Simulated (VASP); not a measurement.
# FeSi16 (a cell with a defect) in VASP: notebook

Runs on FeSi16 (a cell with a defect). Level: PBE. Tasks: single point.

Program: VASP 6.6.1. These are calculated values, not measurements. Logs are shortened: lines on timing, memory, paths and dates and some standing lists are left out, and cuts for length are marked.

### 1 The cell of the first run

The cell holds a defect, 17 atoms: a = 7.679 Å, b = 7.679 Å, c = 7.679 Å, α = 60.00°, β = 60.00°, γ = 60.00°.

### 2 Single point, PBE, collinear spin, ferromagnetic start

INCAR reads:

```
SYSTEM = FeSi16
PREC = Accurate ; ENCUT = 520
EDIFF = 1E-6 ; ISMEAR = -1
SIGMA = 0.02 ; LREAL = Auto
LASPH = .True. ; NELM = 150
ALGO = Normal ; ISIF = 2
LWAVE = .False. ; LCHARG = .True.
ISPIN = 2 ; MAGMOM = 0 0 0 0 0 0 0 0 0 0 0 0 0 0 0 0 2.5
LORBIT = 11 ; LMAXMIX = 4
GGA = PE ; LELF = .True.
LVHAR = .True. ; NBANDS = 54
```

KPOINTS reads:

```
Automatic mesh
0
Gamma
  2 2 2
  0 0 0
```

POSCAR reads:

```
FeSi16
1.0
    0.0000000000      5.4300000000      5.4300000000
    5.4300000000      0.0000000000      5.4300000000
    5.4300000000      5.4300000000      0.0000000000
Si Fe
16 1
Direct
    0.0039433376      0.0003685706     -0.0051961401
    0.1193276615      0.1273145658      0.1269417742
    0.0033068445      0.0002471229      0.5015409541
    0.1405747866      0.1193629457      0.6203027962
   -0.0022659379      0.5000325869      0.0016112537
    0.1192061852      0.6260087485      0.1268906755
    0.0033559881      0.4946186620      0.5014016844
    0.1189378451      0.6258951055      0.6289110701
    0.4950387340     -0.0008364458      0.0029493641
    0.6221750090      0.1269324352      0.1238086012
    0.5146802623     -0.0048413296      0.4948136504
    0.6215845422      0.1271055669      0.6273005847
    0.4948633977      0.5027309507      0.0029921979
    0.6244195123      0.6250322674      0.1253332967
    0.4944590809      0.5028696287      0.4995636669
    0.6214801112      0.6238821867      0.6273198387
    0.7607111396      0.2465972319      0.7463735312
```

Potentials or basis: VASP PAW PBE potentials, release 64 (Si, Fe).

Run with:

```console
$ cat potpaw_PBE.64/Si/POTCAR potpaw_PBE.64/Fe/POTCAR > POTCAR
$ mpirun -np 1 vasp_std > vasp.out
```

OUTCAR:

```text
SYSTEM = FeSi16
   PREC = Accurate
   ENCUT = 520
   EDIFF = 1E-6
   ISMEAR = -1
   LREAL = Auto
   LASPH = .True.
   NELM = 150
   ISIF = 2
   ISPIN = 2
   LORBIT = 11
   GGA = PE

 ion  position               nearest neighbor table
   1  0.004  0.000  0.995-   6 2.35   2 2.35   4 2.35  10 2.39  17 2.67
   2  0.119  0.127  0.127-   5 2.34   1 2.35   3 2.35   9 2.36
   3  0.003  0.000  0.502-   8 2.35   2 2.35   4 2.35  12 2.39  17 2.67
   4  0.141  0.119  0.620-  11 2.35   1 2.35   3 2.35   7 2.35  17 2.38
   5  0.998  0.500  0.002-   8 2.34   2 2.34   6 2.34  14 2.34
   6  0.119  0.626  0.127-   5 2.34   1 2.35   7 2.35  13 2.36
   7  0.003  0.495  0.501-   8 2.35   6 2.35   4 2.35  16 2.39  17 2.66
   8  0.119  0.626  0.629-   5 2.34   3 2.35   7 2.35  15 2.35
   9  0.495  0.999  0.003-  14 2.35  12 2.36   2 2.36  10 2.36  17 2.79
  10  0.622  0.127  0.124-  11 2.33   9 2.36  13 2.36  17 2.37   1 2.39
  11  0.515  0.995  0.495-  10 2.33  16 2.33  12 2.33   4 2.35
  12  0.622  0.127  0.627-  11 2.33   9 2.36  15 2.36  17 2.37   3 2.39
  13  0.495  0.503  0.003-  14 2.35   6 2.36  16 2.36  10 2.36  17 2.79
  14  0.624  0.625  0.125-   5 2.34   9 2.35  13 2.35  15 2.35
  15  0.494  0.503  0.500-  14 2.35   8 2.35  12 2.36  16 2.36  17 2.79
  16  0.621  0.624  0.627-  11 2.33  13 2.36  15 2.36  17 2.37   7 2.39
  17  0.761  0.247  0.746-  16 2.37  10 2.37  12 2.37   4 2.38   7 2.66   3 2.67   1 2.67  13 2.79
                            15 2.79   9 2.79

  LATTYP: Found a face centered cubic cell.
 ALAT       =    10.8600000000

  Lattice vectors:

 A1 = (   0.0000000000,   5.4300000000,   5.4300000000)
 A2 = (   5.4300000000,   0.0000000000,   5.4300000000)
 A3 = (   5.4300000000,   5.4300000000,   0.0000000000)

Analysis of symmetry for initial positions (statically):
=====================================================================
 Subroutine PRICEL returns:
 Original cell was already a primitive cell.

 Routine SETGRP: Setting up the symmetry group for a
 face centered cubic supercell.

 Subroutine GETGRP returns: Found  1 space group operations
 (whereof  1 operations were pure point group operations)
 out of a pool of 48 trial point group operations.

The static configuration has the point symmetry C_1 .

Analysis of symmetry for dynamics (positions and initial velocities):
=====================================================================
 Subroutine PRICEL returns:
 Original cell was already a primitive cell.

 Routine SETGRP: Setting up the symmetry group for a
 face centered cubic supercell.

 Subroutine GETGRP returns: Found  1 space group operations
 (whereof  1 operations were pure point group operations)
 out of a pool of 48 trial point group operations.

The dynamic configuration has the point symmetry C_1 .

Analysis of structural, dynamic, and magnetic symmetry:
=====================================================================
 Subroutine PRICEL returns:
 Original cell was already a primitive cell.

 Routine SETGRP: Setting up the symmetry group for a
 face centered cubic supercell.

 Subroutine GETGRP returns: Found  1 space group operations
 (whereof  1 operations were pure point group operations)
 out of a pool of 48 trial point group operations.

The overall configuration has the point symmetry C_1 .

 Subroutine INISYM returns: Found  1 space group operations
 (whereof  1 operations are pure point group operations),
 and found     1 'primitive' translations

----------------------------------------------------------------------------------------

                                     Primitive cell

  volume of cell :     320.2060

  direct lattice vectors                    reciprocal lattice vectors
     0.000000000  5.430000000  5.430000000    -0.092081031  0.092081031  0.092081031
     5.430000000  0.000000000  5.430000000     0.092081031 -0.092081031  0.092081031
     5.430000000  5.430000000  0.000000000     0.092081031  0.092081031 -0.092081031

  length of vectors
     7.679179644  7.679179644  7.679179644     0.159489025  0.159489025  0.159489025

  position of ions in fractional coordinates (direct lattice)
     0.003943338  0.000368571  0.994803860
     0.119327662  0.127314566  0.126941774
     0.003306845  0.000247123  0.501540954
     0.140574787  0.119362946  0.620302796
     0.997734062  0.500032587  0.001611254
     0.119206185  0.626008748  0.126890676
[... 9 lines left out ...]
     0.621480111  0.623882187  0.627319839
     0.760711140  0.246597232  0.746373531

  ion indices of the primitive-cell ions
   primitive index   ion index
                 1           1
                 2           2
                 3           3
                 4           4
                 5           5
                 6           6
[... 9 lines left out ...]
                16          16
                17          17

----------------------------------------------------------------------------------------

 KPOINTS: Automatic mesh

Automatic generation of k-mesh.
 Grid dimensions read from file:
 generate k-points for:    2    2    2

 Generating k-lattice:

  Cartesian coordinates                     Fractional coordinates (reciprocal lattice)
    -0.046040516  0.046040516  0.046040516     0.500000000  0.000000000  0.000000000
     0.046040516 -0.046040516  0.046040516     0.000000000  0.500000000  0.000000000
     0.046040516  0.046040516 -0.046040516     0.000000000  0.000000000  0.500000000

  Length of vectors
     0.079744512  0.079744512  0.079744512

  Shift w.r.t. Gamma in fractional coordinates (k-lattice)
     0.000000000  0.000000000  0.000000000

 Subroutine IBZKPT returns following result:
 ===========================================

 Found      8 irreducible k-points:

 Following reciprocal coordinates:
            Coordinates               Weight
  0.000000  0.000000  0.000000      1.000000
  0.500000  0.000000  0.000000      1.000000
  0.000000  0.500000  0.000000      1.000000
  0.000000  0.000000  0.500000      1.000000
  0.500000  0.500000  0.500000      1.000000
  0.500000  0.500000  0.000000      1.000000
  0.000000  0.500000  0.500000      1.000000
  0.500000  0.000000  0.500000      1.000000
   k-points           NKPTS =      8   k-points in BZ     NKDIM =      8   number of bands    NBANDS=     54
   number of dos      NEDOS =    301   number of ions     NIONS =     17
   total plane-waves  NPLWV = 216000
   dimension x,y,z NGX =    60 NGY =   60 NGZ =   60
   dimension x,y,z NGXF=   120 NGYF=  120 NGZF=  120
   ions per type =              16   1
   NGX,Y,Z   is equivalent  to a cutoff of  12.99, 12.99, 12.99 a.u.
   NGXF,Y,Z  is equivalent  to a cutoff of  25.98, 25.98, 25.98 a.u.
 SYSTEM =  FeSi16
   PREC   = accura    normal or accurate (medium, high low for compatibility)
   ISTART =      0    job   : 0-new  1-cont  2-samecut
   ICHARG =      2    charge: 1-file 2-atom 10-const
   ISPIN  =      2    spin polarized calculation?
   LNONCOLLINEAR =      F non collinear calculations
   LSORBIT =      F    spin-orbit coupling
   LASPH  =      T    aspherical Exc in radial PAW
   ENCUT  =  520.0 eV  38.22 Ry    6.18 a.u.  14.28 14.28 14.28*2*pi/ulx,y,z
   NELM   =    150;   NELMIN=  2; NELMDL= -5     # of ELM steps
   EDIFF  = 0.1E-05   stopping-criterion for ELM
   LREAL  =      T    real-space projection
   EDIFFG = 0.1E-04   stopping-criterion for IOM
   NSW    =      0    number of steps for IOM
   IBRION =     -1    ionic relax: 0-MD 1-quasi-New 2-CG
   NFREE  =      0    steps in history (QN), initial steepest desc. (CG)
   ISIF   =      2    stress and relaxation
   ISYM   =      2    0-nonsym 1-usesym 2-fastsym
   POTIM  = 0.5000    time-step for ionic-motion
   TEBEG  =    0.0;   TEEND  =   0.0 temperature during run
   PSTRESS=    0.0 pullay stress
   NELECT =      72.0000    total number of electrons
   NUPDOWN=      -1.0000    fix difference up-down
   EMIN   =  10.00;   EMAX   =-10.00  energy-range for DOS
   EFERMI =   0.00;   METHOD = LEGACY
   ISMEAR =    -1;   SIGMA  =   0.02  broadening in eV -4-tet -1-fermi 0-gaus
   EFERMI_NEDOS =   21; number of points for ismear=-14 and -15
   IALGO  =     38    algorithm
   IMIX   =      4    mixing-type and parameters
     AMIX     =   0.40;   BMIX     =  1.00
     AMIX_MAG =   1.60;   BMIX_MAG =  1.00
  volume/ion in A,a.u.               =      18.84       127.11
  Fermi-wavevector in a.u.,A,eV,Ry     =   0.995503  1.881228 13.483726  0.991026
  Thomas-Fermi vector in A             =   2.127527
   LORBIT       =     11    0 simple, 1 ext, 2 COOP (PROOUT), +10 PAW based schemes
   GGA     = PE    functional components
   LHFCALC =     F    Hartree Fock is set to
   AEXX    =    0.0000 exact exchange contribution
   IVDW    =     0    specifies the selected vdW correction
   LEPSILON=     F    determine dielectric tensor
   LRPA    =     F    only Hartree local field effects (RPA)
 spin polarized calculation
  energy-cutoff  :      520.00
  volume of cell :      320.21
 maximum number of plane-waves:      8646
 NGX is ok and might be reduce to    60
   NGX = 29   NGY = 29   NGZ = 29

 number of electron      71.9999996 magnetization       2.0531776

 Free energy of the ion-electron system (eV)
  ---------------------------------------------------
  ext. energy  EPLUGINS =         0.00000000
  ---------------------------------------------------
  free energy    TOTEN  =       -92.31257584 eV

  energy without entropy =      -92.30854524  energy(sigma->0) =      -92.31056054

 E-fermi :   6.3872     XC(G=0):  -9.6840

 val. band max:        6.3282846573   @ k =   0.0000   0.0000   0.5000
 cond. band min:       6.4134003009   @ k =   0.0000   0.0000   0.0000
 fundamental gap:      0.0851156436
 Fermi energy:         6.3871906903

 spin component 1

 k-point     1 :       0.0000    0.0000    0.0000
  band No.  band energies     occupation
      1      -6.0101      1.00000
      2      -3.6580      1.00000
      3      -3.6343      1.00000
      4      -3.6279      1.00000
      5      -3.6262      1.00000
      6      -2.0188      1.00000
[... 40 lines left out ...]
     47       7.6456      0.00000
     48       8.7610      0.00000
[... 355 lines left out ...]
     47      10.3436      0.00000
     48      10.4166      0.00000
 Fermi energy:         6.3871906903

 spin component 2

 k-point     1 :       0.0000    0.0000    0.0000
  band No.  band energies     occupation
      1      -5.9793      1.00000
      2      -3.6323      1.00000
      3      -3.6087      1.00000
      4      -3.5958      1.00000
      5      -3.5940      1.00000
      6      -1.9996      1.00000
[... 40 lines left out ...]
     47       7.8125      0.00000
     48       8.9744      0.00000
[... 355 lines left out ...]
     47      10.4348      0.00000
     48      10.4451      0.00000
 [bands above 48 left out]

------------------------ aborting loop because EDIFF is reached ----------------------------------------

  FORCE on cell =-STRESS in cart. coord.  units (eV):
  Direction    XX          YY          ZZ          XY          YZ          ZX
  --------------------------------------------------------------------------------------
  -------------------------------------------------------------------------------------
  Total        4.8378364      4.8127682      4.8411812      0.3764942     -0.3938998      0.3605570
  in kB       24.2065152     24.0810846     24.2232516      1.8838197     -1.9709103      1.8040771
  external PRESSURE =      24.1702838 kB  Pullay stress =       0.0000000 kB

 VOLUME and BASIS-vectors are now :
 -----------------------------------------------------------------------------
  energy-cutoff  :      520.00
  volume of cell :      320.21
      direct lattice vectors                 reciprocal lattice vectors
     0.000000000  5.430000000  5.430000000    -0.092081031  0.092081031  0.092081031
     5.430000000  0.000000000  5.430000000     0.092081031 -0.092081031  0.092081031
     5.430000000  5.430000000  0.000000000     0.092081031  0.092081031 -0.092081031

 POSITION                                       TOTAL-FORCE (eV/Angst)
 -----------------------------------------------------------------------------------
      5.40379      5.42320      0.02341         0.024893      0.008300     -0.015715
      1.38061      1.33724      1.33927         0.000712      0.007237      0.010862
      2.72471      2.74132      0.01930         0.002042     -0.014058      0.001606
      4.01638      4.13157      1.41146        -0.019950     -0.008819      0.025556
      2.72393      5.42645      8.13287         0.007548     -0.011153     -0.005047
      4.08824      1.33631      4.04652        -0.014255      0.007622     -0.002777
[... 9 lines left out ...]
      6.79403      6.78098      6.76232         0.003418     -0.009213      0.024285
      5.39183      8.18347      5.46968         0.006545     -0.006896     -0.016162
 -----------------------------------------------------------------------------------
    total drift:                               -0.000215      0.000537      0.001209

  FREE ENERGIE OF THE ION-ELECTRON SYSTEM (eV)
  ---------------------------------------------------
  free  energy   TOTEN  =       -92.3125758429 eV

  energy  without entropy=      -92.3085452411  energy(sigma->0) =      -92.31056054

 total charge

# of ion       s       p       d       tot
------------------------------------------
    1        0.733   0.952   0.000   1.684
    2        0.741   0.947   0.000   1.688
    3        0.733   0.951   0.000   1.684
    4        0.731   0.960   0.000   1.691
    5        0.739   0.966   0.000   1.705
    6        0.741   0.948   0.000   1.689
[... 9 lines left out ...]
   16        0.733   0.962   0.000   1.696
   17        0.373   0.417   6.531   7.321
--------------------------------------------------
tot         12.172  15.660   6.531  34.363

 magnetization (x)

# of ion       s       p       d       tot
------------------------------------------
    1       -0.001  -0.001   0.000  -0.002
    2        0.002   0.008   0.000   0.009
    3       -0.001  -0.001   0.000  -0.002
    4        0.002   0.030   0.000   0.032
    5       -0.001  -0.002   0.000  -0.003
    6        0.002   0.008   0.000   0.009
[... 9 lines left out ...]
   16        0.001   0.031   0.000   0.033
   17        0.010   0.011   1.667   1.688
--------------------------------------------------
tot          0.018   0.150   1.667   1.836
```

It took 21 min on 1 thread of Oxide Virtual Turin-like, shared host; peak memory 0.68 GiB.

Results:

* Free energy: -92.3126 eV
* Pressure: 2.4 GPa
* Largest force: 0.034 eV/Å
* Band gap on the k mesh: 0.09 eV
* Net moment: 2.05 μB per cell
* Site moments: Si -0.00, +0.01, +0.03, -0.01 (each value once); Fe +1.69 μB
* Valence electrons inside the program's atomic spheres: Si 1.68, 1.69, 1.71, 1.70 (each value once); Fe 7.32

Forces on the atoms (eV/Å):
```
Si   0.025  0.008 -0.016
Si   0.001  0.007  0.011
Si   0.002 -0.014  0.002
Si  -0.020 -0.009  0.026
Si   0.008 -0.011 -0.005
Si  -0.014  0.008 -0.003
Si   0.002 -0.008 -0.009
Si  -0.003  0.008  0.000
Si   0.007 -0.005 -0.006
Si   0.000  0.007  0.000
Si   0.007  0.018 -0.007
Si  -0.021 -0.007 -0.002
Si   0.004 -0.001 -0.003
Si  -0.007  0.009  0.002
Si   0.000  0.007  0.003
Si   0.003 -0.009  0.024
Fe   0.007 -0.007 -0.016
```

Caveat: the k points lie up to 0.50 Å⁻¹ apart.

(Continued in part 2 of 2.)
